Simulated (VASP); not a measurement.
Yb, 1 atom in the cell. It takes space group I4/mmm (No. 139, tetragonal). The conventional cell has a = 4.310 Å, b = 4.310 Å, c = 4.143 Å, α = 90.00°, β = 90.00°, γ = 90.00°. Within 4.8 Å of Yb (site symmetry 4/mmm) lie 14 Yb at 3.69 to 4.31 Å. 

| Quantity | Value |
| --- | --- |
| Program | VASP 6.6.1 |
| Task | single point |
| Functional | PBE |
| Potentials or basis | VASP PAW PBE potentials, release 64 (Yb) |
| Cutoff | 520 eV |
| k mesh | 16 × 16 × 16 |
| Occupations | gaussian, width 0.15 eV |
| Spin | no spin polarisation |
| Dipole correction | no |
| Further INCAR settings | ALGO = Fast; EDIFF = 1e-06; NBANDS = 18 |

Potentials or basis: VASP PAW PBE potentials, release 64 (Yb).

Command:

```bash
$ cat potpaw_PBE.64/Yb/POTCAR > POTCAR
$ mpirun -np 1 vasp_std > vasp.out
```

Hardware: 1 thread of Intel Xeon 8259CL, on a shared host.

Question: How long does it take, and how much memory?

Answer: Wall time 11 min on 1 thread of Intel Xeon 8259CL, on a shared host, peak memory 0.39 GiB. Counts: scf iterations 37, k points 349.
